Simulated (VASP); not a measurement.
# BP (rocksalt type) (Fm-3m) in VASP: notebook

Runs on BP (rocksalt type). Level: PBE. Tasks: single point, relaxation of cell and atoms.

Everything below comes from runs of VASP 6.6.1. Logs are shortened: lines on timing, memory, paths and dates and some standing lists are left out, and cuts for length are marked.

## Step 1: The cell of the first run

The structure is cubic, space group Fm-3m (No. 225). The conventional cell has a = 4.320 Å, b = 4.320 Å, c = 4.320 Å, α = 90.00°, β = 90.00°, γ = 90.00°. Within 2.9 Å of B (site symmetry m-3m) lie 6 P at 2.16 Å. Within 2.9 Å of P (site symmetry m-3m) lie 6 B at 2.16 Å.

## Step 2: Single point, PBE

INCAR reads:

```
SYSTEM = BP
PREC = Accurate ; ENCUT = 520
EDIFF = 1E-6 ; ISMEAR = -1
SIGMA = 0.08 ; LREAL = .False.
LASPH = .True. ; NELM = 100
ALGO = Normal ; ISIF = 2
LWAVE = .False. ; LCHARG = .False.
GGA = PE ; NBANDS = 11
```

KPOINTS reads:

```
regular mesh
0
Gamma
  16 16 16
  0 0 0
```

POSCAR reads:

```
BP
1.0
    0.0000000000      2.1600104891      2.1600104891
    2.1600104891      0.0000000000      2.1600104891
    2.1600104891      2.1600104891      0.0000000000
B P
1 1
Direct
    0.0000000000      0.0000000000      0.0000000000
    0.5000000000      0.5000000000      0.5000000000
```

Potentials or basis: VASP PAW PBE potentials, release 64 (B, P).

Run with:

```bash
$ cat potpaw_PBE.64/B/POTCAR potpaw_PBE.64/P/POTCAR > POTCAR
$ mpirun -np 1 vasp_std > vasp.out
```

OUTCAR:

```text
SYSTEM = BP
   PREC = Accurate
   ENCUT = 520
   EDIFF = 1E-6
   ISMEAR = -1
   LREAL = .False.
   LASPH = .True.
   NELM = 100
   ISIF = 2
   GGA = PE

 ion  position               nearest neighbor table
   1  0.000  0.000  0.000-   2 2.16   2 2.16   2 2.16   2 2.16   2 2.16   2 2.16
   2  0.500  0.500  0.500-   1 2.16   1 2.16   1 2.16   1 2.16   1 2.16   1 2.16

  LATTYP: Found a face centered cubic cell.
 ALAT       =     4.3200209782

  Lattice vectors:

 A1 = (   0.0000000000,   2.1600104891,   2.1600104891)
 A2 = (   2.1600104891,   0.0000000000,   2.1600104891)
 A3 = (   2.1600104891,   2.1600104891,   0.0000000000)

Analysis of symmetry for initial positions (statically):
=====================================================================
 Subroutine PRICEL returns:
 Original cell was already a primitive cell.

 Routine SETGRP: Setting up the symmetry group for a
 face centered cubic supercell.

 Subroutine GETGRP returns: Found 48 space group operations
 (whereof 48 operations were pure point group operations)
 out of a pool of 48 trial point group operations.

The static configuration has the point symmetry O_h .

Analysis of symmetry for dynamics (positions and initial velocities):
=====================================================================
 Subroutine PRICEL returns:
 Original cell was already a primitive cell.

 Routine SETGRP: Setting up the symmetry group for a
 face centered cubic supercell.

 Subroutine GETGRP returns: Found 48 space group operations
 (whereof 48 operations were pure point group operations)
 out of a pool of 48 trial point group operations.

The dynamic configuration has the point symmetry O_h .

 Subroutine INISYM returns: Found 48 space group operations
 (whereof 48 operations are pure point group operations),
 and found     1 'primitive' translations

----------------------------------------------------------------------------------------

                                     Primitive cell

  volume of cell :      20.1557

  direct lattice vectors                    reciprocal lattice vectors
     0.000000000  2.160010489  2.160010489    -0.231480357  0.231480357  0.231480357
     2.160010489  0.000000000  2.160010489     0.231480357 -0.231480357  0.231480357
     2.160010489  2.160010489  0.000000000     0.231480357  0.231480357 -0.231480357

  length of vectors
     3.054716129  3.054716129  3.054716129     0.400935740  0.400935740  0.400935740

[... 86 lines left out ...]
   ISIF   =      2    stress and relaxation
   ISYM   =      2    0-nonsym 1-usesym 2-fastsym
   POTIM  = 0.5000    time-step for ionic-motion
   TEBEG  =    0.0;   TEEND  =   0.0 temperature during run
   PSTRESS=    0.0 pullay stress
   NELECT =       8.0000    total number of electrons
   NUPDOWN=      -1.0000    fix difference up-down
   EMIN   =  10.00;   EMAX   =-10.00  energy-range for DOS
   EFERMI =   0.00;   METHOD = LEGACY
   ISMEAR =    -1;   SIGMA  =   0.08  broadening in eV -4-tet -1-fermi 0-gaus
   EFERMI_NEDOS =   21; number of points for ismear=-14 and -15
   IALGO  =     38    algorithm
   IMIX   =      4    mixing-type and parameters
     AMIX     =   0.40;   BMIX     =  1.00
     AMIX_MAG =   1.60;   BMIX_MAG =  1.00
  volume/ion in A,a.u.               =      10.08        68.01
  Fermi-wavevector in a.u.,A,eV,Ry     =   1.203111  2.273550 19.694102  1.447476
  Thomas-Fermi vector in A             =   2.338873
   LORBIT       =      0    0 simple, 1 ext, 2 COOP (PROOUT), +10 PAW based schemes
   GGA     = PE    functional components
   LHFCALC =     F    Hartree Fock is set to
   AEXX    =    0.0000 exact exchange contribution
   IVDW    =     0    specifies the selected vdW correction
   LEPSILON=     F    determine dielectric tensor
   LRPA    =     F    only Hartree local field effects (RPA)
 non-spin polarized calculation
  energy-cutoff  :      520.00
  volume of cell :       20.16
 maximum number of plane-waves:       560
   NGX = 11   NGY = 11   NGZ = 11

 number of electron       7.9999999 magnetization

 Free energy of the ion-electron system (eV)
  ---------------------------------------------------
  ext. energy  EPLUGINS =         0.00000000
  ---------------------------------------------------
  free energy    TOTEN  =       -10.81198421 eV

  energy without entropy =      -10.79786995  energy(sigma->0) =      -10.80492708

 E-fermi :   9.6975     XC(G=0): -11.9407

 val. band max:        9.6886991594   @ k =   0.1250   0.0625   0.0000
 cond. band min:       9.7040743171   @ k =  -0.3750   0.5000   0.1250
 fundamental gap:      0.0153751577
 Fermi energy:         9.6975110032

 k-point     1 :       0.0000    0.0000    0.0000
  band No.  band energies     occupation
      1      -7.2074      2.00000
      2       9.7100      0.92204
      3       9.7100      0.92204
      4       9.7100      0.92204
      5      16.2101      0.00000
      6      17.6243      0.00000
      7      17.6243      0.00000
      8      17.6243      0.00000
      9      18.3200      0.00000
     10      18.3200      0.00000
     11      18.3200      0.00000
[... 309 lines left out ...]
 k-point    24 :      -0.0625    0.0625    0.0000
  band No.  band energies     occupation
      1      -6.9856      2.00000
      2       8.6378      2.00000
      3       9.0886      1.99901
      4       9.9262      0.10850
      5      16.2745      0.00000
      6      16.4263      0.00000
      7      17.3944      0.00000
      8      17.5463      0.00000
      9      17.8618      0.00000
     10      18.4964      0.00000
     11      18.7861      0.00000

 [... further k-points ...]

------------------------ aborting loop because EDIFF is reached ----------------------------------------

  FORCE on cell =-STRESS in cart. coord.  units (eV):
  Direction    XX          YY          ZZ          XY          YZ          ZX
  --------------------------------------------------------------------------------------
  -------------------------------------------------------------------------------------
  Total       -0.0267539     -0.0267539     -0.0267539     -0.0000000      0.0000000     -0.0000000
  in kB       -2.1266734     -2.1266734     -2.1266734     -0.0000000      0.0000000     -0.0000000
  external PRESSURE =      -2.1266734 kB  Pullay stress =       0.0000000 kB

 VOLUME and BASIS-vectors are now :
 -----------------------------------------------------------------------------
  energy-cutoff  :      520.00
  volume of cell :       20.16
      direct lattice vectors                 reciprocal lattice vectors
     0.000000000  2.160010489  2.160010489    -0.231480357  0.231480357  0.231480357
     2.160010489  0.000000000  2.160010489     0.231480357 -0.231480357  0.231480357
     2.160010489  2.160010489  0.000000000     0.231480357  0.231480357 -0.231480357

 POSITION                                       TOTAL-FORCE (eV/Angst)
 -----------------------------------------------------------------------------------
      0.00000      0.00000      0.00000        -0.000000      0.000000     -0.000000
      2.16001      2.16001      2.16001         0.000000     -0.000000      0.000000
 -----------------------------------------------------------------------------------
    total drift:                                0.000000     -0.000000     -0.000000

  FREE ENERGIE OF THE ION-ELECTRON SYSTEM (eV)
  ---------------------------------------------------
  free  energy   TOTEN  =       -10.8119842110 eV

  energy  without entropy=      -10.7978699499  energy(sigma->0) =      -10.80492708
```

It took 12 s on 1 thread of Intel Xeon 6975P-C, shared host; peak memory 0.15 GiB.

What came out:

```
Free energy            : -10.8120 eV
Pressure               : -0.2 GPa
Band gap on the k mesh : zero (band 4 reaches 11.03 eV, above the bottom of band 5 at 6.89 eV)
```

## Step 3: Relaxation of cell and atoms, PBE

This run uses another cell than the first one, of 10.00 Å³/atom, 0.992 times its volume.

INCAR reads:

```
SYSTEM = BP
PREC = Accurate ; ENCUT = 600
EDIFF = 1E-7 ; ISMEAR = -1
SIGMA = 0.08 ; LREAL = .False.
LASPH = .True. ; NELM = 60
ALGO = Normal ; ISIF = 3
LWAVE = .False. ; LCHARG = .False.
GGA = PE ; IBRION = 2
NSW = 60 ; EDIFFG = -0.005
```

KPOINTS reads:

```
Automatic mesh
0
Gamma
  16 16 16
  0 0 0
```

POSCAR reads:

```
BP
1.0
    0.0000000000      2.1544346900      2.1544346900
    2.1544346900      0.0000000000      2.1544346900
    2.1544346900      2.1544346900      0.0000000000
B P
1 1
Direct
    0.0000000000      0.0000000000      0.0000000000
    0.5000000000      0.5000000000      0.5000000000
```

Potentials or basis: VASP PAW PBE potentials, release 64 (B, P).

Run with:

```bash
$ cat potpaw_PBE.64/B/POTCAR potpaw_PBE.64/P/POTCAR > POTCAR
$ mpirun -np 1 vasp_std > vasp.out
```

OUTCAR:

```text
SYSTEM = BP
   PREC = Accurate
   ENCUT = 600
   EDIFF = 1E-7
   ISMEAR = -1
   LREAL = .False.
   LASPH = .True.
   NELM = 60
   ISIF = 3
   GGA = PE
   IBRION = 2
   NSW = 60
   EDIFFG = -0.005

 ion  position               nearest neighbor table
   1  0.000  0.000  0.000-   2 2.15   2 2.15   2 2.15   2 2.15   2 2.15   2 2.15
   2  0.500  0.500  0.500-   1 2.15   1 2.15   1 2.15   1 2.15   1 2.15   1 2.15

  LATTYP: Found a face centered cubic cell.
 ALAT       =     4.3088693800

  Lattice vectors:

 A1 = (   0.0000000000,   2.1544346900,   2.1544346900)
 A2 = (   2.1544346900,   0.0000000000,   2.1544346900)
 A3 = (   2.1544346900,   2.1544346900,   0.0000000000)

Analysis of symmetry for initial positions (statically):
=====================================================================
 Subroutine PRICEL returns:
 Original cell was already a primitive cell.

 Routine SETGRP: Setting up the symmetry group for a
 face centered cubic supercell.

 Subroutine GETGRP returns: Found 48 space group operations
 (whereof 48 operations were pure point group operations)
 out of a pool of 48 trial point group operations.

The static configuration has the point symmetry O_h .

Analysis of symmetry for dynamics (positions and initial velocities):
=====================================================================
 Subroutine PRICEL returns:
 Original cell was already a primitive cell.

 Routine SETGRP: Setting up the symmetry group for a
 face centered cubic supercell.

 Subroutine GETGRP returns: Found 48 space group operations
 (whereof 48 operations were pure point group operations)
 out of a pool of 48 trial point group operations.

The dynamic configuration has the point symmetry O_h .

 Subroutine INISYM returns: Found 48 space group operations
 (whereof 48 operations are pure point group operations),
[... 127 lines left out ...]
 conjugate gradient relaxation of ions
 non-spin polarized calculation
  energy-cutoff  :      600.00
  volume of cell :       20.00
 maximum number of plane-waves:       692
   NGX = 13   NGY = 13   NGZ = 13

--------------------------------------- Ionic step        1  -------------------------------------------

 number of electron       8.0000000 magnetization

 Free energy of the ion-electron system (eV)
  ---------------------------------------------------
  ext. energy  EPLUGINS =         0.00000000
  ---------------------------------------------------
  free energy    TOTEN  =       -10.81257787 eV

  energy without entropy =      -10.79859766  energy(sigma->0) =      -10.80558777

------------------------ aborting loop because EDIFF is reached ----------------------------------------

  FORCE on cell =-STRESS in cart. coord.  units (eV):
  Direction    XX          YY          ZZ          XY          YZ          ZX
  --------------------------------------------------------------------------------------
  -------------------------------------------------------------------------------------
  Total        0.1311881      0.1311881      0.1311881     -0.0000000     -0.0000000     -0.0000000
  in kB       10.5093292     10.5093292     10.5093292     -0.0000000     -0.0000000     -0.0000000
  external PRESSURE =      10.5093292 kB  Pullay stress =       0.0000000 kB
[... 59 lines left out ...]
--------------------------------------- Ionic step        3  -------------------------------------------

 number of electron       7.9999999 magnetization

 Free energy of the ion-electron system (eV)
  ---------------------------------------------------
  ext. energy  EPLUGINS =         0.00000000
  ---------------------------------------------------
  free energy    TOTEN  =       -10.81299403 eV

  energy without entropy =      -10.79890448  energy(sigma->0) =      -10.80594925

 E-fermi :   9.7172     XC(G=0): -11.9467

 val. band max:        9.7084956089   @ k =   0.1250   0.0625   0.0000
 cond. band min:       9.7258111131   @ k =  -0.3750   0.5000   0.1250
 fundamental gap:      0.0173155042
 Fermi energy:         9.7172194244

 k-point     1 :       0.0000    0.0000    0.0000
  band No.  band energies     occupation
      1      -7.2033      2.00000
      2       9.7296      0.92304
      3       9.7296      0.92304
      4       9.7296      0.92304
      5      16.2532      0.00000
      6      17.6421      0.00000
      7      17.6421      0.00000
      8      17.6421      0.00000
[... 243 lines left out ...]
 k-point    24 :      -0.0625    0.0625    0.0000
  band No.  band energies     occupation
      1      -6.9812      2.00000
      2       8.6569      2.00000
      3       9.1066      1.99903
      4       9.9458      0.10856
      5      16.2988      0.00000
      6      16.4632      0.00000
      7      17.4238      0.00000
      8      17.5644      0.00000

 [... further k-points ...]

------------------------ aborting loop because EDIFF is reached ----------------------------------------

  FORCE on cell =-STRESS in cart. coord.  units (eV):
  Direction    XX          YY          ZZ          XY          YZ          ZX
  --------------------------------------------------------------------------------------
  -------------------------------------------------------------------------------------
  Total        0.0006449      0.0006449      0.0006449      0.0000000     -0.0000000     -0.0000000
  in kB        0.0513338      0.0513338      0.0513338      0.0000000     -0.0000000     -0.0000000
  external PRESSURE =       0.0513338 kB  Pullay stress =       0.0000000 kB
[... 17 lines left out ...]
  FREE ENERGIE OF THE ION-ELECTRON SYSTEM (eV)
  ---------------------------------------------------
  free  energy   TOTEN  =       -10.8129940258 eV

  energy  without entropy=      -10.7989044784  energy(sigma->0) =      -10.80594925

 reached required accuracy - stopping structural energy minimisation
```

It took 23 s on 1 thread of Intel Xeon 6975P-C, shared host; peak memory 0.15 GiB.

What came out:

- Free energy: -10.8130 eV
- Relaxed volume: 10.06 Å³/atom
- Relaxed cell: a = 3.053 Å, b = 3.053 Å, c = 3.053 Å, α = 60.00°, β = 60.00°, γ = 60.00°
- Space group after relaxing (to 0.05 Å): Fm-3m (No. 225)
- Energy gained by relaxing: 0.2 meV/atom
- Ionic steps: 3
- Pressure after relaxing: 0.0 GPa
- Band gap on the k mesh: zero (band 4 reaches 11.05 eV, above the bottom of band 5 at 6.91 eV)

The path:
| step | energy change (eV) | largest force (eV/Å) | pressure (GPa) | volume (Å³) |
| --- | --- | --- | --- | --- |
| 1 | 0.0000 | 0.0000 | 1.05 | 20.00 |
| 2 | -0.0003 | 0.0000 | -0.50 | 20.19 |
| 3 | -0.0004 | 0.0000 | 0.01 | 20.13 |

Final structure:
```xyz
2
Lattice="0.0000 2.1590 2.1590 2.1590 0.0000 2.1590 2.1590 2.1590 0.0000" Properties=species:S:1:pos:R:3 pbc="T T T"
B     0.0000    0.0000    0.0000
P     2.1590    2.1590    2.1590
```

Levels at points of the mesh, in eV from the Fermi level:
```tsv
k point	band 1	band 2	band 3	band 4	band 5	band 6	band 7	band 8
(0.00, 0.00, 0.00)	-16.92	0.01	0.01	0.01	6.54	7.92	7.92	7.92
(0.50, 0.00, 0.00)	-12.46	-10.61	0.66	0.66	1.17	1.17	5.10	7.09
(0.50, 0.50, 0.00)	-10.60	-9.02	-4.25	-4.25	-2.80	2.62	12.04	12.04
```
